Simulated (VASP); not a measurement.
Rb, 1 atom in the cell. The structure is cubic, space group Im-3m (No. 229). Conventional cell: a = 5.684 Å, b = 5.684 Å, c = 5.684 Å, α = 90.00°, β = 90.00°, γ = 90.00°. 

- Program: VASP 6.6.1
- Task: single point
- Functional: r2SCAN
- Potentials or basis: VASP PAW PBE potentials, release 64 (Rb_sv)
- Cutoff: 520 eV
- k mesh: 8 × 8 × 8
- Occupations: methfessel-paxton, width 0.1076 eV
- Spin: no spin polarisation
- Dipole correction: no
- Further INCAR settings: ALGO = Normal; EDIFF = 1e-06; NBANDS = 10

Potentials or basis: VASP PAW PBE potentials, release 64 (Rb_sv).

Run with:

```console
$ cat potpaw_PBE.64/Rb_sv/POTCAR > POTCAR
$ cp INCAR.step1 INCAR
$ mpirun -np 1 vasp_std > vasp.out
$ cp INCAR.step2 INCAR
$ mpirun -np 1 vasp_std > vasp.out
```

Hardware: 1 thread of Intel(R) Xeon(R) Platinum 8375C CPU @ 2.90GHz (Ice Lake), with other jobs on the host.

Question: Estimate the wall time of this run.

Answer: Wall time 2 min on 1 thread of Intel(R) Xeon(R) Platinum 8375C CPU @ 2.90GHz (Ice Lake), with other jobs on the host, peak memory 0.25 GiB. Counts: k points 29.
